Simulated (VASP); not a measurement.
Crystal: MnO2.

```
CELL_PARAMETERS angstrom
2.85658 0.00000 0.00000
-1.42829 2.47387 0.00000
0.00000 0.00000 4.60137
ATOMIC_POSITIONS crystal
Mn 0.00000 0.00000 0.50000
O 0.33333 0.66667 0.70629
O 0.66667 0.33333 0.29371
```

```yaml
Program: VASP 6.6.1
Task: relaxation of cell and atoms
Functional: PBE
Dispersion: D4
Potentials_or_basis: VASP PAW PBE potentials, release 64 (Mn_pv, O)
Cutoff: 600 eV
k_mesh: 11 × 11 × 6
Occupations: fermi-dirac, width 0.05 eV
Spin: collinear spin, ferromagnetic start
Starting_moments: "[4.0, 0.0, 0.0] μB"
```

At the start: pressure 2.8 GPa; volume 10.84 Å³/atom.

Q: Where does the relaxation end?

A: Over 12 steps the energy falls by 2.6 meV/atom and the volume is 10.66 Å³/atom (-1.7 %); space group P-3m1 (No. 164, to 0.1 Å) before and after; moment 3.00 μB per cell.

The path:
| step | energy change (eV) | largest force (eV/Å) | pressure (GPa) | volume (Å³) |
| --- | --- | --- | --- | --- |
| 1 | 0.0000 | 0.2874 | 2.79 | 32.52 |
| 2 | 0.0054 | 0.3313 | -4.47 | 33.41 |
| 3 | -0.0050 | 0.0240 | -0.21 | 32.88 |
| 4 | -0.0050 | 0.0294 | -0.18 | 32.87 |
| 5 | -0.0053 | 0.0324 | -0.20 | 32.82 |
| 6 | -0.0061 | 0.0411 | -0.11 | 32.67 |
| 7 | -0.0071 | 0.0597 | 0.02 | 32.37 |
| 8 | -0.0064 | 0.0985 | 0.37 | 31.77 |
| 9 | -0.0072 | 0.0746 | 0.02 | 32.23 |
| 10 | -0.0075 | 0.0370 | -0.18 | 32.18 |
| 11 | -0.0077 | 0.0150 | -0.47 | 32.12 |
| 12 | -0.0078 | 0.0066 | 0.01 | 31.97 |

Final structure:
```yaml
crystal:
  lattice:
    - [2.86924, 0.00000, 0.00000]
    - [-1.43462, 2.48483, 0.00000]
    - [0.00000, 0.00000, 4.48461]
  atoms:
    - { symbol: Mn, position: [0.00000, 0.00000, 0.50000] }
    - { symbol: O, position: [0.33333, 0.66667, 0.71334] }
    - { symbol: O, position: [0.66667, 0.33333, 0.28666] }
```

Caveat: a cell with one magnetic atom can't hold antiferromagnetic order, which such compounds often take.
